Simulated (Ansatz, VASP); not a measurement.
**Two plane-wave programs on CaC2**

```
Ca C
1.0
    -1.87892    1.87892    3.13881
     1.87892   -1.87892    3.13881
     1.87892    1.87892   -3.13881
Ca C
1 2
Direct
  0.00000 0.00000 0.00000
  0.59968 0.59968 0.00000
  0.40032 0.40032 0.00000
```

Alike in both runs: functional LDA; k mesh 10 × 10 × 10; occupations gaussian, width 0.02 eV; no spin polarisation.

Ansatz relaxed the structure, and its values are those at the end. VASP's run is a single point on that final structure, the one shown.

|  | VASP | Ansatz |
| --- | --- | --- |
| version | VASP 6.6.1 | Ansatz 0.2.0 |
| potentials or method | VASP PAW LDA potentials, release 64 (Ca_sv, C), cutoff 520 eV | scalar-relativistic, plane waves, PAW |
| valence electrons in the cell | 18 | 18 |

Ansatz gave:

| Item | Value |
| --- | --- |
| gap on the k mesh at the Fermi level (eV) | 0.87 |
| least direct gap on the mesh (eV) | 2.04 |
| pressure (GPa) | 0.0 |
| rms of the force components (eV/Å) | 0.001 |

Task: What did VASP give for the same quantities?

Result: gap on the k mesh at the Fermi level (eV): 0.85; least direct gap on the mesh (eV): 2.03; pressure (GPa): 0.5; rms of the force components (eV/Å): 0.042.

LDA's correlation is that of Perdew and Zunger in VASP and of Perdew and Wang (1992) in Ansatz.
